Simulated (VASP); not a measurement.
Here is a VASP 6.6.1 calculation.

Contents of POSCAR:

```
Mg
1.0
    3.1792639030      0.0000000000      0.0000000000
   -1.5896319515      2.7533233053      0.0000000000
    0.0000000000      0.0000000000      5.1568895092
Mg
2
Direct
    0.3333333333      0.6666666667      0.2500000000
    0.6666666667      0.3333333333      0.7500000000
```

File INCAR.step1:

```
SYSTEM = Mg
PREC = Accurate
ENCUT = 520
ISMEAR = -1
SIGMA = 0.1
LREAL = .False.
LASPH = .True.
NELM = 80
NBANDS = 9
GGA = PE
ALGO = Normal
EDIFF = 1E-4
LWAVE = .True.
LCHARG = .False.
```

Contents of INCAR.step2:

```
SYSTEM = Mg
PREC = Accurate
ENCUT = 520
EDIFF = 1E-6
ISMEAR = -1
SIGMA = 0.1
LREAL = .False.
LASPH = .True.
NELM = 80
ALGO = Normal
ISIF = 2
LWAVE = .False.
LCHARG = .True.
METAGGA = R2SCAN
LMIXTAU = .True.
LELF = .True.
LVHAR = .True.
NBANDS = 9
ISTART = 1
```

KPOINTS

```
regular mesh
0
Gamma
  19 19 10
  0 0 0
```

Potentials or basis: VASP PAW PBE potentials, release 64 (Mg).

Launch:

```sh
$ cat potpaw_PBE.64/Mg/POTCAR > POTCAR
$ cp INCAR.step1 INCAR
$ mpirun -np 1 vasp_std > vasp.out
$ cp INCAR.step2 INCAR
$ mpirun -np 1 vasp_std > vasp.out
```

Task: Estimate the pressure.

Result: -0.2 GPa.

Task: Predict the band gap on the k mesh.

Result: Zero (bands 2 and 3 overlap by 2.16 eV).

Stress tensor (GPa, compression positive):
```
-0.18  0.00  0.00
 0.00 -0.18  0.00
 0.00  0.00 -0.30
```

Caveat: the PAW data sets were made with another functional, which shifts forces and pressure a little.
